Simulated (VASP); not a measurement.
# TePb in VASP: further runs, part 3 of 3

VASP 6.6.1. Earlier steps stand in the parts before.

## 6. Single point, r2SCAN (uniaxial x strain -2.0%)

POSCAR reads:

```
TePb
1.0
    0.0000000000      3.2678368520      3.2678368520
    3.2024801150      0.0000000000      3.2678368520
    3.2024801150      3.2678368520      0.0000000000
Pb Te
1 1
Direct
    0.0000000000      0.0000000000      0.0000000000
    0.5000000000      0.5000000000      0.5000000000
```

INCAR.step1 reads:

```
SYSTEM = TePb
  PREC = Accurate
  ENCUT = 520
  ISMEAR = 0
  SIGMA = 0.01
  LREAL = .False.
  LASPH = .True.
  NELM = 80
  NBANDS = 17
  GGA = PE
  ALGO = Normal
  EDIFF = 1E-4
  LWAVE = .True.
  LCHARG = .False.
```

INCAR.step2 reads:

```
SYSTEM = TePb
  PREC = Accurate
  ENCUT = 520
  EDIFF = 1E-6
  ISMEAR = 0
  SIGMA = 0.01
  LREAL = .False.
  LASPH = .True.
  NELM = 80
  ALGO = Normal
  ISIF = 2
  LWAVE = .False.
  LCHARG = .True.
  METAGGA = R2SCAN
  LMIXTAU = .True.
  LELF = .True.
  LVHAR = .True.
  NBANDS = 17
  ISTART = 1
```

KPOINTS reads:

```
Automatic mesh
0
Gamma
  8 8 8
  0 0 0
```

Potentials or basis: VASP PAW PBE potentials, release 64 (Pb_d, Te).

On the command line:

```
cat potpaw_PBE.64/Pb_d/POTCAR potpaw_PBE.64/Te/POTCAR > POTCAR
cp INCAR.step1 INCAR
mpirun -np 1 vasp_std > vasp.out
cp INCAR.step2 INCAR
mpirun -np 1 vasp_std > vasp.out
```

OUTCAR:

```text
SYSTEM = TePb
   PREC = Accurate
   ENCUT = 520
   EDIFF = 1E-6
   ISMEAR = 0
   LREAL = .False.
   LASPH = .True.
   NELM = 80
   ISIF = 2
   METAGGA = R2SCAN
   ISTART = 1

 ion  position               nearest neighbor table
   1  0.000  0.000  0.000-   2 3.20   2 3.20   2 3.27   2 3.27   2 3.27   2 3.27
   2  0.500  0.500  0.500-   1 3.20   1 3.20   1 3.27   1 3.27   1 3.27   1 3.27

  LATTYP: Found a body centered tetragonal cell.
 ALAT       =     4.6214191957
 C/A-ratio  =     1.3859292911

  Lattice vectors:

 A1 = (  -3.2024801150,   0.0000000000,  -3.2678368520)
 A2 = (  -3.2024801150,   0.0000000000,   3.2678368520)
 A3 = (   3.2024801150,   3.2678368520,   0.0000000000)

Analysis of symmetry for initial positions (statically):
=====================================================================
 Subroutine PRICEL returns:
 Original cell was already a primitive cell.

 Routine SETGRP: Setting up the symmetry group for a
 body centered tetragonal supercell.

 Subroutine GETGRP returns: Found 16 space group operations
 (whereof 16 operations were pure point group operations)
 out of a pool of 16 trial point group operations.

The static configuration has the point symmetry D_4h.

Analysis of symmetry for dynamics (positions and initial velocities):
=====================================================================
 Subroutine PRICEL returns:
 Original cell was already a primitive cell.

 Routine SETGRP: Setting up the symmetry group for a
 body centered tetragonal supercell.

 Subroutine GETGRP returns: Found 16 space group operations
 (whereof 16 operations were pure point group operations)
 out of a pool of 16 trial point group operations.

The dynamic configuration has the point symmetry D_4h.

 Subroutine INISYM returns: Found 16 space group operations
 (whereof 16 operations are pure point group operations),
 and found     1 'primitive' translations

[... 111 lines left out ...]
   IALGO  =     38    algorithm
   IMIX   =      4    mixing-type and parameters
     AMIX     =   0.40;   BMIX     =  1.00
     AMIX_MAG =   1.60;   BMIX_MAG =  1.00
  volume/ion in A,a.u.               =      34.20       230.78
  Fermi-wavevector in a.u.,A,eV,Ry     =   1.086607  2.053389 16.064595  1.180714
  Thomas-Fermi vector in A             =   2.222747
   LORBIT       =      0    0 simple, 1 ext, 2 COOP (PROOUT), +10 PAW based schemes
   METAGGA = R2SCAN    functional components
   LHFCALC =     F    Hartree Fock is set to
   AEXX    =    0.0000 exact exchange contribution
   IVDW    =     0    specifies the selected vdW correction
   LEPSILON=     F    determine dielectric tensor
   LRPA    =     F    only Hartree local field effects (RPA)
 non-spin polarized calculation
 Gauss-broadening in eV      SIGMA  =   0.01
  energy-cutoff  :      520.00
  volume of cell :       68.40
 maximum number of plane-waves:      1861
 NGX is ok and might be reduce to    36
   NGX = 17   NGY = 17   NGZ = 17

 number of electron      20.0000004 magnetization

 Free energy of the ion-electron system (eV)
  ---------------------------------------------------
  ext. energy  EPLUGINS =         0.00000000
  ---------------------------------------------------
  free energy    TOTEN  =       -82.69513243 eV

  energy without entropy =      -82.69513243  energy(sigma->0) =      -82.69513243

 E-fermi :   5.4473     XC(G=0):  -9.7489

 val. band max:        5.3461663746   @ k =   0.5000  -0.0000  -0.0000
 cond. band min:       6.3715760969   @ k =   0.5000  -0.0000  -0.0000
 fundamental gap:      1.0254097222
 Fermi energy:         5.4473124899

 k-point     1 :       0.0000    0.0000    0.0000
  band No.  band energies     occupation
      1     -12.0238      2.00000
      2     -12.0156      2.00000
      3     -12.0130      2.00000
      4     -12.0063      2.00000
      5     -12.0063      2.00000
      6      -7.0678      2.00000
[... 457 lines left out ...]
      4     -12.0002      2.00000
      5     -11.9971      2.00000
      6      -6.2585      2.00000
[... 9 lines left out ...]
     16      14.4596      0.00000
     17      15.5250      0.00000

 [... further k-points ...]

------------------------ aborting loop because EDIFF is reached ----------------------------------------

  FORCE on cell =-STRESS in cart. coord.  units (eV):
  Direction    XX          YY          ZZ          XY          YZ          ZX
  --------------------------------------------------------------------------------------
  -------------------------------------------------------------------------------------
  Total        1.1015211      0.0409498      0.0409498      0.0000000      0.0000000      0.0000000
  in kB       25.8027653      0.9592349      0.9592349      0.0000000      0.0000000      0.0000000
  external PRESSURE =       9.2404117 kB  Pullay stress =       0.0000000 kB

 VOLUME and BASIS-vectors are now :
 -----------------------------------------------------------------------------
  energy-cutoff  :      520.00
  volume of cell :       68.40
      direct lattice vectors                 reciprocal lattice vectors
     0.000000000  3.267836852  3.267836852    -0.156128994  0.153006415  0.153006415
     3.202480115  0.000000000  3.267836852     0.156128994 -0.153006415  0.153006415
     3.202480115  3.267836852  0.000000000     0.156128994  0.153006415 -0.153006415

 POSITION                                       TOTAL-FORCE (eV/Angst)
 -----------------------------------------------------------------------------------
      0.00000      0.00000      0.00000         0.000000     -0.000000      0.000000
      3.20248      3.26784      3.26784         0.000000      0.000000     -0.000000
 -----------------------------------------------------------------------------------
    total drift:                               -0.000000      0.000000      0.000000

  FREE ENERGIE OF THE ION-ELECTRON SYSTEM (eV)
  ---------------------------------------------------
  free  energy   TOTEN  =       -82.6951324316 eV

  energy  without entropy=      -82.6951324316  energy(sigma->0) =      -82.69513243
```

OUTCAR.step1:

```text
SYSTEM = TePb
   PREC = Accurate
   ENCUT = 520
   ISMEAR = 0
   LREAL = .False.
   LASPH = .True.
[... 703 lines left out ...]
      0.00000      0.00000      0.00000        -0.000000     -0.000000      0.000000
      3.20248      3.26784      3.26784         0.000000      0.000000      0.000000
 -----------------------------------------------------------------------------------
    total drift:                               -0.000000      0.000000      0.000000

  FREE ENERGIE OF THE ION-ELECTRON SYSTEM (eV)
  ---------------------------------------------------
  free  energy   TOTEN  =        -7.5049368220 eV

  energy  without entropy=       -7.5049368220  energy(sigma->0) =       -7.50493682
```

Wall time 2.5 min (1 thread of Intel Xeon Platinum 8488C (Sapphire Rapids), shared host); peak memory 0.25 GiB.

What came out:

| Property | Result |
| --- | --- |
| Free energy | -82.6951 eV |
| Pressure | 0.9 GPa |
| Band gap on the k mesh | 1.03 eV, direct |

Stress tensor (GPa, compression positive):
```
2.58 0.00 0.00
0.00 0.10 0.00
0.00 0.00 0.10
```

Levels at points of the mesh, in eV from the valence-band top:
```csv
k point,band 6,band 7,band 8,band 9,band 10,band 11,band 12,band 13,band 14,band 15
"(0.00, 0.00, 0.00)",-12.41,-5.68,-1.59,-1.39,-1.39,4.16,4.16,4.65,6.16,6.16
"(0.50, 0.00, 0.00)",-10.94,-8.84,-1.01,-0.96,0.00,1.03,1.40,1.49,8.91,9.56
"(0.50, 0.50, 0.00)",-10.73,-7.44,-4.58,-3.00,-2.77,3.66,5.53,6.06,6.97,10.44
"(0.00, 0.50, 0.50)",-10.58,-7.59,-4.63,-2.93,-2.93,3.59,5.71,5.71,7.29,10.46
```

Caveat: the cell differs from its parent crystal (uniaxial x strain -2.0%); the PAW data sets were made with another functional, which shifts forces and pressure a little; spin-orbit coupling is left out, which moves the levels of the heavy elements.

## 7. Summary

```tsv
level	cell	smearing	gap on the mesh (eV)	pressure (GPa)
r2SCAN	a = 4.714 Å, angles 60.0°, 2 atoms	gaussian 0.01 eV	1.20	-2.2
PBE	a = 4.621, b = 4.575, c = 4.575 Å, angles 60.7, 59.7, 59.7°, 2 atoms	fermi-dirac 0.02 eV	0.74	1.5
PBE	a = 4.610, b = 4.610, c = 4.621 Å, angles 59.9, 59.9, 60.2°, 2 atoms	fermi-dirac 0.02 eV	0.79	0.8
PBE	a = 4.683 Å, angles 59.1°, 2 atoms	fermi-dirac 0.02 eV	0.72	-0.2
r2SCAN	a = 4.621, b = 4.575, c = 4.575 Å, angles 60.7, 59.7, 59.7°, 2 atoms	gaussian 0.01 eV	1.03	0.9
```

Alike in all rows: task single point; potentials or basis VASP PAW PBE potentials, release 64 (Pb_d, Te); no spin polarisation; k mesh 8 × 8 × 8; cutoff (eV) 520.

Caveats: spin-orbit coupling is left out, which moves the levels of the heavy elements; the PAW data sets were made with another functional, which shifts forces and pressure a little (some runs).

Total energies depend on the potentials used, so only differences within one code and one set of settings carry meaning.
